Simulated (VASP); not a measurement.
SbP5, 6 atoms in the cell. It takes space group Cmmm (No. 65, orthorhombic). The conventional cell has a = 4.737 Å, b = 7.083 Å, c = 6.836 Å, α = 90.00°, β = 90.00°, γ = 90.00°. Within 3.8 Å of Sb (site symmetry mmm) lie 10 P at 2.89 to 3.42 Å. Within 3.5 Å of P (site symmetry mmm) lie 8 P at 2.58 Å and 2 Sb at 3.42 Å. P (site symmetry 2) has 5 P at 2.37 to 2.92 Å and 2 Sb at 2.89 Å within 3.1 Å. The cell was built from a structure type or drawn by symmetry, and may not be a known phase.

| Property | Result |
| --- | --- |
| Program | VASP 6.6.1 |
| Task | single point |
| Functional | PBE |
| Potentials or basis | VASP PAW PBE potentials, release 64 (Sb, P) |
| Cutoff | 520 eV |
| k mesh | 10 × 10 × 6 |
| Occupations | gaussian, width 0.1 eV |
| Spin | no spin polarisation |
| Dipole correction | no |
| Further INCAR settings | ALGO = Normal; EDIFF = 1e-07; NBANDS = 24 |

Potentials or basis: VASP PAW PBE potentials, release 64 (Sb, P).

The run is started by

```console
$ cat potpaw_PBE.64/Sb/POTCAR potpaw_PBE.64/P/POTCAR > POTCAR
$ mpirun -np 1 vasp_std > vasp.out
```

Hardware: 1 thread of AMD EPYC 9R45 96-Core Processor (Zen 5) (shared host).

Q: How long does it take, and how much memory?

A: It took 2 min on 1 thread of AMD EPYC 9R45 96-Core Processor (Zen 5), with other jobs on the host, peak memory 0.38 GiB. Counts: scf iterations 15, k points 124.
